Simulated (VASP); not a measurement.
# Ta (I4/mmm) in VASP: a series of runs

The runs below take Ta through single point, with PBE.

Program: VASP 6.6.1. These are calculated values, not measurements. Logs are shortened: lines on timing, memory, paths and dates and some standing lists are left out, and cuts for length are marked.

## (1) The cell of the first run

It takes space group I4/mmm (No. 139, tetragonal). The conventional cell has a = 3.203 Å, b = 3.203 Å, c = 3.303 Å, α = 90.00°, β = 90.00°, γ = 90.00°. Ta (site symmetry 4/mmm) has 14 Ta at 2.80 to 3.30 Å within 3.7 Å.

## (2) Single point, PBE (strain -0.030 along x and y, +0.000 along z)

INCAR reads:

```
SYSTEM = Ta
PREC     = Accurate       ! precision mode
ENCUT    = 520            ! plane-wave cutoff, eV
EDIFF    = 1E-7           ! SCF threshold, eV
ISMEAR   = 0              ! smearing method
SIGMA    = 0.15           ! smearing width, eV
LREAL    = .False.        ! projectors in reciprocal space
LASPH    = .True.         ! aspherical terms in the spheres
NELM     = 100            ! most SCF steps
ALGO     = Fast           ! electronic algorithm
ISIF     = 2              ! what is computed and relaxed
LWAVE    = .False.        ! write WAVECAR
LCHARG   = .False.        ! write CHGCAR
GGA      = PE             ! functional
NBANDS   = 12             ! bands
```

KPOINTS reads:

```
Automatic mesh
0
Gamma
  20 20 20
  0 0 0
```

POSCAR reads:

```
Ta
1.0
   -1.6017416000      1.6017416000      1.6512800000
    1.6017416000     -1.6017416000      1.6512800000
    1.6017416000      1.6017416000     -1.6512800000
Ta
1
Direct
    0.0000000000      0.0000000000      0.0000000000
```

Potentials or basis: VASP PAW PBE potentials, release 64 (Ta_pv).

Launch:

```
> cat potpaw_PBE.64/Ta_pv/POTCAR > POTCAR
> mpirun -np 1 vasp_std > vasp.out
```

OUTCAR:

```text
SYSTEM = Ta
   PREC = Accurate
   ENCUT = 520
   EDIFF = 1E-7
   ISMEAR = 0
   LREAL = .False.
   LASPH = .True.
   NELM = 100
   ISIF = 2
   GGA = PE

 ion  position               nearest neighbor table
   1  0.000  0.000  0.000-

  LATTYP: Found a body centered tetragonal cell.
 ALAT       =     3.2034832000
 C/A-ratio  =     1.0309278351

  Lattice vectors:

 A1 = (  -1.6017416000,   1.6017416000,   1.6512800000)
 A2 = (   1.6017416000,  -1.6017416000,   1.6512800000)
 A3 = (   1.6017416000,   1.6017416000,  -1.6512800000)

Analysis of symmetry for initial positions (statically):
=====================================================================
 Subroutine PRICEL returns:
 Original cell was already a primitive cell.

 Routine SETGRP: Setting up the symmetry group for a
 body centered tetragonal supercell.

 Subroutine GETGRP returns: Found 16 space group operations
 (whereof 16 operations were pure point group operations)
 out of a pool of 16 trial point group operations.

The static configuration has the point symmetry D_4h.

Analysis of symmetry for dynamics (positions and initial velocities):
=====================================================================
 Subroutine PRICEL returns:
 Original cell was already a primitive cell.

 Routine SETGRP: Setting up the symmetry group for a
 body centered tetragonal supercell.

 Subroutine GETGRP returns: Found 16 space group operations
 (whereof 16 operations were pure point group operations)
 out of a pool of 16 trial point group operations.

The dynamic configuration has the point symmetry D_4h.

 Subroutine INISYM returns: Found 16 space group operations
 (whereof 16 operations are pure point group operations),
 and found     1 'primitive' translations

----------------------------------------------------------------------------------------

                                     Primitive cell

  volume of cell :      16.9459

  direct lattice vectors                    reciprocal lattice vectors
    -1.601741600  1.601741600  1.651280000     0.000000000  0.312160214  0.302795407
     1.601741600 -1.601741600  1.651280000     0.312160214  0.000000000  0.302795407
     1.601741600  1.601741600 -1.651280000     0.312160214  0.312160214  0.000000000

  length of vectors
     2.803190672  2.803190672  2.803190672     0.434889707  0.434889707  0.441461208

  position of ions in fractional coordinates (direct lattice)
     0.000000000  0.000000000  0.000000000

[... 78 lines left out ...]
   NSW    =      0    number of steps for IOM
   IBRION =     -1    ionic relax: 0-MD 1-quasi-New 2-CG
   NFREE  =      0    steps in history (QN), initial steepest desc. (CG)
   ISIF   =      2    stress and relaxation
   ISYM   =      2    0-nonsym 1-usesym 2-fastsym
   POTIM  = 0.5000    time-step for ionic-motion
   TEBEG  =    0.0;   TEEND  =   0.0 temperature during run
   PSTRESS=    0.0 pullay stress
   NELECT =      11.0000    total number of electrons
   NUPDOWN=      -1.0000    fix difference up-down
   EMIN   =  10.00;   EMAX   =-10.00  energy-range for DOS
   EFERMI =   0.00;   METHOD = LEGACY
   ISMEAR =     0;   SIGMA  =   0.15  broadening in eV -4-tet -1-fermi 0-gaus
   EFERMI_NEDOS =   21; number of points for ismear=-14 and -15
   IALGO  =     68    algorithm
   IMIX   =      4    mixing-type and parameters
     AMIX     =   0.40;   BMIX     =  1.00
     AMIX_MAG =   1.60;   BMIX_MAG =  1.00
  volume/ion in A,a.u.               =      16.95       114.36
  Fermi-wavevector in a.u.,A,eV,Ry     =   1.417481  2.678650 27.337531  2.009252
  Thomas-Fermi vector in A             =   2.538706
   LORBIT       =      0    0 simple, 1 ext, 2 COOP (PROOUT), +10 PAW based schemes
   GGA     = PE    functional components
   LHFCALC =     F    Hartree Fock is set to
   AEXX    =    0.0000 exact exchange contribution
   IVDW    =     0    specifies the selected vdW correction
   LEPSILON=     F    determine dielectric tensor
   LRPA    =     F    only Hartree local field effects (RPA)
 non-spin polarized calculation
 RMM-DIIS sequential band-by-band and
 Gauss-broadening in eV      SIGMA  =   0.15
  energy-cutoff  :      520.00
  volume of cell :       16.95
 maximum number of plane-waves:       474
 NGX is ok and might be reduce to    24
   NGX = 11   NGY = 11   NGZ = 11

 number of electron      11.0000000 magnetization

 Free energy of the ion-electron system (eV)
  ---------------------------------------------------
  ext. energy  EPLUGINS =         0.00000000
  ---------------------------------------------------
  free energy    TOTEN  =       -11.74562003 eV

  energy without entropy =      -11.73160650  energy(sigma->0) =      -11.73861327

 E-fermi :   5.9848     XC(G=0): -12.9332

 val. band max:        5.9833795500   @ k =  -0.1500  -0.2500   0.1000
 cond. band min:       5.9910483426   @ k =   0.3500   0.2000   0.0500
 fundamental gap:      0.0076687926
 Fermi energy:         5.9847765473

 k-point     1 :       0.0000    0.0000    0.0000
  band No.  band energies     occupation
      1     -26.8376      2.00000
      2     -26.8313      2.00000
      3     -26.8313      2.00000
      4      -2.1539      2.00000
      5       6.5970      0.00000
      6       6.5970      0.00000
      7       7.0048      0.00000
      8       9.9230      0.00000
      9      10.4903      0.00000
     10      20.9230      0.00000
     11      21.4943      0.00000
     12      21.4943      0.00000
[... 331 lines left out ...]
 k-point    24 :      -0.3500    0.0500    0.0000
  band No.  band energies     occupation
      1     -27.9058      2.00000
      2     -27.1628      2.00000
      3     -26.8534      2.00000
      4       1.1347      2.00000
      5       4.9445      2.00000
      6       5.8625      1.75107
      7       9.6222      0.00000
      8      10.8661      0.00000
      9      11.4009      0.00000
     10      20.3746      0.00000
     11      20.8701      0.00000
     12      21.5043      0.00000

 [... further k-points ...]
[... 5 lines left out ...]
  --------------------------------------------------------------------------------------
  -------------------------------------------------------------------------------------
  Total        2.0084198      2.0084198      1.5675143      0.0000000     -0.0000000      0.0000000
  in kB      189.8888495    189.8888495    148.2028240      0.0000000     -0.0000000      0.0000000
  external PRESSURE =     175.9935076 kB  Pullay stress =       0.0000000 kB

 VOLUME and BASIS-vectors are now :
 -----------------------------------------------------------------------------
  energy-cutoff  :      520.00
  volume of cell :       16.95
      direct lattice vectors                 reciprocal lattice vectors
    -1.601741600  1.601741600  1.651280000     0.000000000  0.312160214  0.302795407
     1.601741600 -1.601741600  1.651280000     0.312160214  0.000000000  0.302795407
     1.601741600  1.601741600 -1.651280000     0.312160214  0.312160214  0.000000000

 POSITION                                       TOTAL-FORCE (eV/Angst)
 -----------------------------------------------------------------------------------
      0.00000      0.00000      0.00000         0.000000      0.000000      0.000000
 -----------------------------------------------------------------------------------
    total drift:                                0.000000      0.000000      0.000000

  FREE ENERGIE OF THE ION-ELECTRON SYSTEM (eV)
  ---------------------------------------------------
  free  energy   TOTEN  =       -11.7456200335 eV

  energy  without entropy=      -11.7316064984  energy(sigma->0) =      -11.73861327
```

Run time: 1.8 min. Hardware: 1 thread of AMD EPYC 7R13 (Zen 3), shared host; peak memory 0.21 GiB.

What came out:

```
Free energy : -11.7456 eV
Pressure    : 17.6 GPa
```

Levels at points of the mesh, in eV from the Fermi level:
```csv
k point,band 1,band 2,band 3,band 4,band 5,band 6,band 7,band 8,band 9,band 10
"(0.00, 0.00, 0.00)",-32.82,-32.82,-32.82,-8.14,0.61,0.61,1.02,3.94,4.51,14.94
"(0.50, 0.00, 0.00)",-34.25,-33.26,-32.82,-4.65,-1.58,1.82,3.90,5.24,8.38,12.28
"(0.50, 0.50, 0.00)",-34.24,-33.30,-32.85,-4.65,-2.00,2.06,4.53,5.45,8.48,12.16
"(0.50, 0.50, 0.50)",-33.87,-33.77,-33.77,-4.22,-4.12,7.27,7.40,7.40,8.72,9.51
```

Caveat: the cell differs from its parent crystal (strain -0.030 along x and y, +0.000 along z); spin-orbit coupling is left out, which moves the levels of the heavy elements.

(Part 1 of 2 ends here.)
